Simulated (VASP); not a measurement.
Crystal: SiO2.

```
CELL_PARAMETERS angstrom
-4.31772 4.31772 4.31772
4.31772 -4.31772 4.31772
4.31772 4.31772 -4.31772
ATOMIC_POSITIONS crystal
Si 0.50000 0.25000 0.75000
Si 0.50000 0.75000 0.25000
Si 0.25000 0.75000 0.50000
Si 0.75000 0.25000 0.50000
Si 0.25000 0.50000 0.75000
Si 0.75000 0.50000 0.25000
O 0.34906 0.00000 0.65094
O 0.65094 0.65094 0.30189
O 0.34906 0.65094 0.00000
O 0.34906 0.69811 0.34906
O 0.65094 0.30189 0.65094
O 0.00000 0.34906 0.65094
O 0.69811 0.34906 0.34906
O 0.65094 0.34906 0.00000
O 0.00000 0.65094 0.34906
O 0.30189 0.65094 0.65094
O 0.34906 0.34906 0.69811
O 0.65094 0.00000 0.34906
```

- Program: VASP 6.6.1
- Task: relaxation of the atoms
- Functional: LDA
- Potentials or basis: VASP PAW LDA potentials, release 64 (Si, O)
- Cutoff: 520 eV
- k mesh: 4 × 4 × 4
- Occupations: gaussian, width 0.02 eV
- Spin: no spin polarisation

At the start: pressure 13.3 GPa; volume 17.89 Å³/atom.

**Question.** How do energy, volume and symmetry change on relaxing?

**Answer.** Over 4 steps the energy falls by 2.2 meV/atom; space group Im-3m (No. 229, to 0.1 Å) before and after.

The path:
```tsv
step	energy change (eV)	largest force (eV/Å)	pressure (GPa)
1	0.0000	0.2655	13.34
2	-0.0304	0.1278	12.69
3	-0.0396	0.0142	12.16
4	-0.0398	0.0036	12.09
```

Final structure:
```
CELL_PARAMETERS angstrom
-4.31772 4.31772 4.31772
4.31772 -4.31772 4.31772
4.31772 4.31772 -4.31772
ATOMIC_POSITIONS crystal
Si 0.50000 0.25000 0.75000
Si 0.50000 0.75000 0.25000
Si 0.25000 0.75000 0.50000
Si 0.75000 0.25000 0.50000
Si 0.25000 0.50000 0.75000
Si 0.75000 0.50000 0.25000
O 0.34702 0.00000 0.65298
O 0.65298 0.65298 0.30596
O 0.34702 0.65298 0.00000
O 0.34702 0.69404 0.34702
O 0.65298 0.30596 0.65298
O 0.00000 0.34702 0.65298
O 0.69404 0.34702 0.34702
O 0.65298 0.34702 0.00000
O 0.00000 0.65298 0.34702
O 0.30596 0.65298 0.65298
O 0.34702 0.34702 0.69404
O 0.65298 0.00000 0.34702
```
